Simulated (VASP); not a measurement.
PrSn2BrO4: single point with PBE

The system is PrSn2BrO4.

```xyz
8
Lattice="3.7565 0.0000 0.0000 0.0000 3.7565 0.0000 0.0000 0.0000 8.8974" Properties=species:S:1:pos:R:3 pbc="T T T"
Sn    1.8783    1.8783    6.4818
Sn    1.8783    1.8783    2.4157
O     1.8783    0.0000    7.5628
O     0.0000    1.8783    7.5628
O     1.8783    0.0000    1.3346
O     0.0000    1.8783    1.3346
Br    0.0000    0.0000    4.4487
Pr    0.0000    0.0000    0.0000
```

| Property | Result |
| --- | --- |
| Program | VASP 6.6.1 |
| Task | single point |
| Functional | PBE |
| Potentials or basis | VASP PAW PBE potentials, release 64 (Sn_d, O, Br, Pr) |
| Cutoff | 520 eV |
| k mesh | 5 × 5 × 2, shifted |
| Occupations | fermi-dirac, width 0.1 eV |
| Spin | no spin polarisation |
| Dipole correction | no |
| k mesh for the DOS | 8 × 8 × 3 |
| Occupations for the DOS | tetrahedron |
| Further INCAR settings | ALGO = Normal; EDIFF = 1e-06 |

```json
{
 "Valence electrons inside the program's atomic spheres": "Sn 12.19; O 5.05; Br 4.89; Pr 9.67"
}
```

Levels at points of the mesh, in eV from the Fermi level:
| k point | band 34 | band 35 | band 36 | band 37 | band 38 | band 39 |
| --- | --- | --- | --- | --- | --- | --- |
| (0.00, 0.00, 0.00) | -2.05 | -2.05 | -0.27 | -0.03 | 0.15 | 0.15 |
| (0.50, 0.00, 0.00) | -1.74 | -0.54 | -0.22 | 0.00 | 0.06 | 0.15 |
| (0.50, 0.50, 0.00) | -2.37 | -2.20 | -1.00 | 0.04 | 0.04 | 0.05 |

Run time: 8.3 min on 1 thread of AMD EPYC 7R43 64-Core Processor (Zen 3) (shared host), peak memory 0.29 GiB.

Caveat: spin-orbit coupling is left out, which moves the levels of the heavy elements; the run has no spin polarisation, though such a crystal can be magnetic; semilocal functionals describe open f shells poorly, which spoils levels, moments and volumes. Spin polarisation is off, so any magnetic state and its effect on volume and gap are missing.
